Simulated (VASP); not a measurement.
# CsCdCl3 (P4/mmm) in VASP: notebook

The runs below take CsCdCl3 through single point, with LDA.

Program: VASP 6.6.1. These are calculated values, not measurements. Logs are shortened: lines on timing, memory, paths and dates and some standing lists are left out, and cuts for length are marked.

## (1) The cell of the first run

The structure is tetragonal, space group P4/mmm (No. 123). Conventional cell: a = 5.200 Å, b = 5.200 Å, c = 5.278 Å, α = 90.00°, β = 90.00°, γ = 90.00°. Cs (site symmetry 4/mmm) has 12 Cl at 3.68 to 3.70 Å and 8 Cd at 4.53 Å within 4.8 Å. Cd (site symmetry 4/mmm) has 6 Cl at 2.60 to 2.64 Å within 3.4 Å. Within 3.4 Å of Cl (site symmetry mmm) lie 2 Cd at 2.60 Å. Within 3.5 Å of Cl (site symmetry 4/mmm) lie 2 Cd at 2.64 Å.

## (2) Single point, LDA (strain +0.0150 x Voigt [0, 1, 0, 0, 0, 0])

The input, INCAR:

```
SYSTEM = CsCdCl3
PREC     = Accurate       ! precision mode
ENCUT    = 520            ! plane-wave cutoff, eV
EDIFF    = 1E-6           ! SCF threshold, eV
ISMEAR   = 0              ! smearing method
SIGMA    = 0.05           ! smearing width, eV
LREAL    = .False.        ! projectors in reciprocal space
LASPH    = .True.         ! aspherical terms in the spheres
NELM     = 80             ! most SCF steps
ALGO     = Normal         ! electronic algorithm
ISIF     = 2              ! what is computed and relaxed
LWAVE    = .False.        ! write WAVECAR
LCHARG   = .False.        ! write CHGCAR
GGA      = CA             ! functional
NBANDS   = 29             ! bands
```

The input, KPOINTS:

```
Automatic mesh
0
Gamma
  6 6 6
  0 0 0
```

The input, POSCAR:

```
CsCdCl3
1.0
    5.2000000000      0.0000000000      0.0000000000
    0.0000000000      5.2780000000      0.0000000000
    0.0000000000      0.0000000000      5.2000000000
Cs Cd Cl
1 1 3
Direct
    0.0000000000      0.0000000000      0.0000000000
    0.5000000000      0.5000000000      0.5000000000
    0.0000000000      0.5000000000      0.5000000000
    0.5000000000      0.0000000000      0.5000000000
    0.5000000000      0.5000000000      0.0000000000
```

Potentials or basis: VASP PAW LDA potentials, release 64 (Cs_sv, Cd, Cl).

The run is started by

```sh
cat potpaw_LDA.64/Cs_sv/POTCAR potpaw_LDA.64/Cd/POTCAR potpaw_LDA.64/Cl/POTCAR > POTCAR
mpirun -np 1 vasp_std > vasp.out
```

OUTCAR:

```text
SYSTEM = CsCdCl3
   PREC = Accurate
   ENCUT = 520
   EDIFF = 1E-6
   ISMEAR = 0
   LREAL = .False.
   LASPH = .True.
   NELM = 80
   ISIF = 2
   GGA = CA

 ion  position               nearest neighbor table
   1  0.000  0.000  0.000-
   2  0.500  0.500  0.500-   3 2.60   5 2.60   5 2.60   3 2.60   4 2.64   4 2.64
   3  0.000  0.500  0.500-   2 2.60   2 2.60
   4  0.500  0.000  0.500-   2 2.64   2 2.64
   5  0.500  0.500  0.000-   2 2.60   2 2.60

  LATTYP: Found a simple tetragonal cell.
 ALAT       =     5.2000000000
 C/A-ratio  =     1.0150000000

  Lattice vectors:

 A1 = (  -5.2000000000,   0.0000000000,   0.0000000000)
 A2 = (   0.0000000000,   0.0000000000,   5.2000000000)
 A3 = (   0.0000000000,   5.2780000000,   0.0000000000)

Analysis of symmetry for initial positions (statically):
=====================================================================
 Subroutine PRICEL returns:
 Original cell was already a primitive cell.

 Routine SETGRP: Setting up the symmetry group for a
 simple tetragonal supercell.

 Subroutine GETGRP returns: Found 16 space group operations
 (whereof 16 operations were pure point group operations)
 out of a pool of 16 trial point group operations.

The static configuration has the point symmetry D_4h.

Analysis of symmetry for dynamics (positions and initial velocities):
=====================================================================
 Subroutine PRICEL returns:
 Original cell was already a primitive cell.

 Routine SETGRP: Setting up the symmetry group for a
 simple tetragonal supercell.

 Subroutine GETGRP returns: Found 16 space group operations
 (whereof 16 operations were pure point group operations)
 out of a pool of 16 trial point group operations.

The dynamic configuration has the point symmetry D_4h.

 Subroutine INISYM returns: Found 16 space group operations
 (whereof 16 operations are pure point group operations),
 and found     1 'primitive' translations

----------------------------------------------------------------------------------------

                                     Primitive cell

  volume of cell :     142.7171

  direct lattice vectors                    reciprocal lattice vectors
     5.200000000  0.000000000  0.000000000     0.192307692  0.000000000  0.000000000
     0.000000000  5.278000000  0.000000000     0.000000000  0.189465707  0.000000000
     0.000000000  0.000000000  5.200000000     0.000000000  0.000000000  0.192307692

  length of vectors
     5.200000000  5.278000000  5.200000000     0.192307692  0.189465707  0.192307692

  position of ions in fractional coordinates (direct lattice)
     0.000000000  0.000000000  0.000000000
     0.500000000  0.500000000  0.500000000
     0.000000000  0.500000000  0.500000000
     0.500000000  0.000000000  0.500000000
     0.500000000  0.500000000  0.000000000

  ion indices of the primitive-cell ions
   primitive index   ion index
                 1           1
                 2           2
                 3           3
                 4           4
                 5           5

----------------------------------------------------------------------------------------

 KPOINTS: Automatic mesh

Automatic generation of k-mesh.
 Grid dimensions read from file:
 generate k-points for:    6    6    6

 Generating k-lattice:

  Cartesian coordinates                     Fractional coordinates (reciprocal lattice)
     0.032051282  0.000000000  0.000000000     0.166666667  0.000000000  0.000000000
     0.000000000  0.031577618  0.000000000     0.000000000  0.166666667  0.000000000
     0.000000000  0.000000000  0.032051282     0.000000000  0.000000000  0.166666667

  Length of vectors
     0.032051282  0.031577618  0.032051282

  Shift w.r.t. Gamma in fractional coordinates (k-lattice)
     0.000000000  0.000000000  0.000000000

 Subroutine IBZKPT returns following result:
 ===========================================

 Found     40 irreducible k-points:

 Following reciprocal coordinates:
            Coordinates               Weight
  0.000000  0.000000  0.000000      1.000000
  0.166667  0.000000  0.000000      4.000000
  0.333333  0.000000  0.000000      4.000000
  0.500000  0.000000  0.000000      2.000000
  0.000000  0.166667  0.000000      2.000000
  0.166667  0.166667  0.000000      8.000000
[... 16 lines left out ...]
  0.166667  0.333333  0.166667      8.000000
  0.333333  0.333333  0.166667     16.000000
 [... further k-points ...]
   k-points           NKPTS =     40   k-points in BZ     NKDIM =     40   number of bands    NBANDS=     29
   number of dos      NEDOS =    301   number of ions     NIONS =      5
   total plane-waves  NPLWV =  64000
   dimension x,y,z NGX =    40 NGY =   40 NGZ =   40
   dimension x,y,z NGXF=    80 NGYF=   80 NGZF=   80
   ions per type =               1   1   3
   NGX,Y,Z   is equivalent  to a cutoff of  12.79, 12.60, 12.79 a.u.
   NGXF,Y,Z  is equivalent  to a cutoff of  25.58, 25.20, 25.58 a.u.
 SYSTEM =  CsCdCl3
   PREC   = accura    normal or accurate (medium, high low for compatibility)
   ISTART =      0    job   : 0-new  1-cont  2-samecut
   ICHARG =      2    charge: 1-file 2-atom 10-const
   ISPIN  =      1    spin polarized calculation?
   LNONCOLLINEAR =      F non collinear calculations
   LSORBIT =      F    spin-orbit coupling
   LASPH  =      T    aspherical Exc in radial PAW
   ENCUT  =  520.0 eV  38.22 Ry    6.18 a.u.   9.67  9.81  9.67*2*pi/ulx,y,z
   NELM   =     80;   NELMIN=  2; NELMDL= -5     # of ELM steps
   EDIFF  = 0.1E-05   stopping-criterion for ELM
   LREAL  =      F    real-space projection
   EDIFFG = 0.1E-04   stopping-criterion for IOM
   NSW    =      0    number of steps for IOM
   IBRION =     -1    ionic relax: 0-MD 1-quasi-New 2-CG
   NFREE  =      0    steps in history (QN), initial steepest desc. (CG)
   ISIF   =      2    stress and relaxation
   ISYM   =      2    0-nonsym 1-usesym 2-fastsym
   POTIM  = 0.5000    time-step for ionic-motion
   TEBEG  =    0.0;   TEEND  =   0.0 temperature during run
   PSTRESS=    0.0 pullay stress
   NELECT =      42.0000    total number of electrons
   NUPDOWN=      -1.0000    fix difference up-down
   EMIN   =  10.00;   EMAX   =-10.00  energy-range for DOS
   EFERMI =   0.00;   METHOD = LEGACY
   ISMEAR =     0;   SIGMA  =   0.05  broadening in eV -4-tet -1-fermi 0-gaus
   EFERMI_NEDOS =   21; number of points for ismear=-14 and -15
   IALGO  =     38    algorithm
   IMIX   =      4    mixing-type and parameters
     AMIX     =   0.40;   BMIX     =  1.00
     AMIX_MAG =   1.60;   BMIX_MAG =  1.00
  volume/ion in A,a.u.               =      28.54       192.62
  Fermi-wavevector in a.u.,A,eV,Ry     =   1.088928  2.057776 16.133307  1.185765
  Thomas-Fermi vector in A             =   2.225120
   LORBIT       =      0    0 simple, 1 ext, 2 COOP (PROOUT), +10 PAW based schemes
   GGA     = CA    functional components
   LHFCALC =     F    Hartree Fock is set to
   AEXX    =    0.0000 exact exchange contribution
   IVDW    =     0    specifies the selected vdW correction
   LEPSILON=     F    determine dielectric tensor
   LRPA    =     F    only Hartree local field effects (RPA)
 non-spin polarized calculation
 Gauss-broadening in eV      SIGMA  =   0.05
  energy-cutoff  :      520.00
  volume of cell :      142.72
 maximum number of plane-waves:      3888
 NGX is ok and might be reduce to    40
   NGX = 19   NGY = 19   NGZ = 19

 number of electron      42.0000004 magnetization

 Free energy of the ion-electron system (eV)
  ---------------------------------------------------
  ext. energy  EPLUGINS =         0.00000000
  ---------------------------------------------------
  free energy    TOTEN  =       -16.78014385 eV

  energy without entropy =      -16.78014385  energy(sigma->0) =      -16.78014385

 E-fermi :   0.0334     XC(G=0):  -9.0733

 val. band max:       -0.2053126135   @ k =   0.5000   0.5000   0.5000
 cond. band min:       1.2815822534   @ k =   0.0000   0.0000   0.0000
 fundamental gap:      1.4868948669
 Fermi energy:         0.0333742585

 k-point     1 :       0.0000    0.0000    0.0000
  band No.  band energies     occupation
      1     -19.1500      2.00000
      2     -13.7083      2.00000
      3     -13.1943      2.00000
      4     -13.1282      2.00000
      5      -6.7761      2.00000
      6      -6.7679      2.00000
[... 21 lines left out ...]
     28       7.0259      0.00000
     29      10.8338      0.00000

 k-point     2 :       0.1667    0.0000    0.0000
  band No.  band energies     occupation
      1     -19.1476      2.00000
      2     -13.6725      2.00000
      3     -13.2032      2.00000
      4     -13.1313      2.00000
      5      -6.7920      2.00000
      6      -6.7844      2.00000
[... 21 lines left out ...]
     28       7.3005      0.00000
     29      10.3864      0.00000

 k-point     3 :       0.3333    0.0000    0.0000
  band No.  band energies     occupation
      1     -19.1429      2.00000
      2     -13.5944      2.00000
      3     -13.2281      2.00000
      4     -13.1348      2.00000
      5      -7.0831      2.00000
      6      -6.8218      2.00000
[... 21 lines left out ...]
     28       7.9874      0.00000
     29       9.0475      0.00000

 k-point     4 :       0.5000    0.0000    0.0000
  band No.  band energies     occupation
      1     -19.1405      2.00000
      2     -13.5503      2.00000
      3     -13.2454      2.00000
      4     -13.1355      2.00000
      5      -7.2500      2.00000
      6      -6.8358      2.00000
[... 21 lines left out ...]
     28       8.3862      0.00000
     29       8.4991      0.00000

 k-point     5 :       0.0000    0.1667    0.0000
  band No.  band energies     occupation
      1     -19.1479      2.00000
      2     -13.6837      2.00000
      3     -13.1930      2.00000
      4     -13.1351      2.00000
      5      -6.7820      2.00000
      6      -6.7820      2.00000
[... 21 lines left out ...]
     28       7.2254      0.00000
     29      10.3478      0.00000
[... 510 lines left out ...]
     28       8.2368      0.00000
     29       8.8070      0.00000

 k-point    22 :       0.5000    0.1667    0.1667
  band No.  band energies     occupation
      1     -19.1372      2.00000
      2     -13.4710      2.00000
      3     -13.2492      2.00000
      4     -13.1475      2.00000
      5      -7.2683      2.00000
      6      -6.8537      2.00000
[... 21 lines left out ...]
     28       8.1509      0.00000
     29       8.7115      0.00000

 k-point    23 :       0.1667    0.3333    0.1667
  band No.  band energies     occupation
      1     -19.1399      2.00000
      2     -13.5516      2.00000
      3     -13.2042      2.00000
      4     -13.1534      2.00000
      5      -7.0559      2.00000
      6      -6.8292      2.00000
[... 21 lines left out ...]
     28       8.1674      0.00000
     29       8.7519      0.00000

 k-point    24 :       0.3333    0.3333    0.1667
  band No.  band energies     occupation
      1     -19.1361      2.00000
      2     -13.4587      2.00000
      3     -13.2269      2.00000
      4     -13.1555      2.00000
      5      -7.1773      2.00000
      6      -6.9532      2.00000
[... 21 lines left out ...]
     28       8.2949      0.00000
     29       8.7931      0.00000

 [... further k-points ...]
[... 5 lines left out ...]
  --------------------------------------------------------------------------------------
  -------------------------------------------------------------------------------------
  Total       -1.7562379     -2.2646130     -1.7562379     -0.0000000      0.0000000      0.0000000
  in kB      -19.7159570    -25.4231000    -19.7159570     -0.0000000      0.0000000      0.0000000
  external PRESSURE =     -21.6183380 kB  Pullay stress =       0.0000000 kB

 VOLUME and BASIS-vectors are now :
 -----------------------------------------------------------------------------
  energy-cutoff  :      520.00
  volume of cell :      142.72
      direct lattice vectors                 reciprocal lattice vectors
     5.200000000  0.000000000  0.000000000     0.192307692  0.000000000  0.000000000
     0.000000000  5.278000000  0.000000000     0.000000000  0.189465707  0.000000000
     0.000000000  0.000000000  5.200000000     0.000000000  0.000000000  0.192307692

 POSITION                                       TOTAL-FORCE (eV/Angst)
 -----------------------------------------------------------------------------------
      0.00000      0.00000      0.00000         0.000000      0.000000      0.000000
      2.60000      2.63900      2.60000         0.000000      0.000000      0.000000
      0.00000      2.63900      2.60000         0.000000      0.000000      0.000000
      2.60000      0.00000      2.60000         0.000000      0.000000      0.000000
      2.60000      2.63900      0.00000         0.000000      0.000000      0.000000
 -----------------------------------------------------------------------------------
    total drift:                                0.000000      0.000000     -0.000000

  FREE ENERGIE OF THE ION-ELECTRON SYSTEM (eV)
  ---------------------------------------------------
  free  energy   TOTEN  =       -16.7801438521 eV

  energy  without entropy=      -16.7801438521  energy(sigma->0) =      -16.78014385
```

Run time: 2.2 min. Hardware: 1 thread of Intel Xeon Platinum 8259CL at 2.50GHz (Skylake/Cascade Lake), shared host; peak memory 0.3 GiB.

Results:

| Item | Value |
| --- | --- |
| Free energy | -16.7801 eV |
| Pressure | -2.2 GPa |
| Band gap on the k mesh | 1.49 eV, indirect (least direct gap 2.06 eV) |

Caveat: the cell differs from its parent crystal (strain +0.0150 x Voigt [0, 1, 0, 0, 0, 0]); spin-orbit coupling is left out, which moves the levels of the heavy elements. A k mesh can miss the band edges.

## (3) Single point, LDA (strain +0.0200 x Voigt [0, 1, 0, 0, 0, 0])

The input, INCAR:

```
SYSTEM = CsCdCl3
PREC = Accurate
ENCUT = 520
EDIFF = 1E-7
ISMEAR = 0
SIGMA = 0.05
LREAL = .False.
LASPH = .True.
NELM = 60
ALGO = Normal
ISIF = 2
LWAVE = .False.
LCHARG = .False.
NBANDS = 29
```

KPOINTS is that of step 2.

Edit POSCAR of step 2 so:

```diff
@@ -3,3 +3,3 @@
     5.2000000000      0.0000000000      0.0000000000
-    0.0000000000      5.2780000000      0.0000000000
+    0.0000000000      5.3040000000      0.0000000000
     0.0000000000      0.0000000000      5.2000000000
```

Potentials or basis: VASP PAW LDA potentials, release 64 (Cs_sv, Cd, Cl).

The run is started by

```sh
cat potpaw_LDA.64/Cs_sv/POTCAR potpaw_LDA.64/Cd/POTCAR potpaw_LDA.64/Cl/POTCAR > POTCAR
mpirun -np 1 vasp_std > vasp.out
```

It took 2.2 min on 1 thread of Intel Xeon Platinum 8259CL at 2.50GHz (Skylake/Cascade Lake), shared host; peak memory 0.3 GiB.

It converged, with:

- Free energy: -16.7686 eV
- Pressure: -2.3 GPa
- Band gap on the k mesh: 1.47 eV, indirect (least direct gap 2.04 eV)

Stress tensor (GPa, compression positive):
```
-2.06  0.00  0.00
 0.00 -2.80  0.00
 0.00  0.00 -2.06
```

Levels at points of the mesh, in eV from the valence-band top:
```tsv
k point	band 17	band 18	band 19	band 20	band 21	band 22	band 23	band 24	band 25	band 26
(0.00, 0.00, 0.00)	-0.86	-0.86	-0.56	-0.56	-0.56	1.47	5.54	5.88	5.95	7.16
(0.50, 0.00, 0.00)	-1.09	-0.91	-0.91	-0.82	-0.82	4.23	6.89	7.26	7.73	7.99
(0.00, 0.50, 0.00)	-1.10	-0.84	-0.84	-0.83	-0.83	4.02	6.83	7.11	7.77	7.92
(0.50, 0.50, 0.00)	-1.08	-1.07	-1.05	-0.29	-0.06	5.86	6.89	7.09	7.61	8.01
(0.50, 0.00, 0.50)	-1.11	-0.97	-0.97	-0.27	-0.01	6.01	7.02	7.02	7.66	8.12
(0.50, 0.50, 0.50)	-0.26	-0.26	-0.25	-0.07	0.00	5.57	5.68	5.68	7.26	7.66
```

Caveat: the cell differs from its parent crystal (strain +0.0200 x Voigt [0, 1, 0, 0, 0, 0]); spin-orbit coupling is left out, which moves the levels of the heavy elements. A k mesh can miss the band edges.
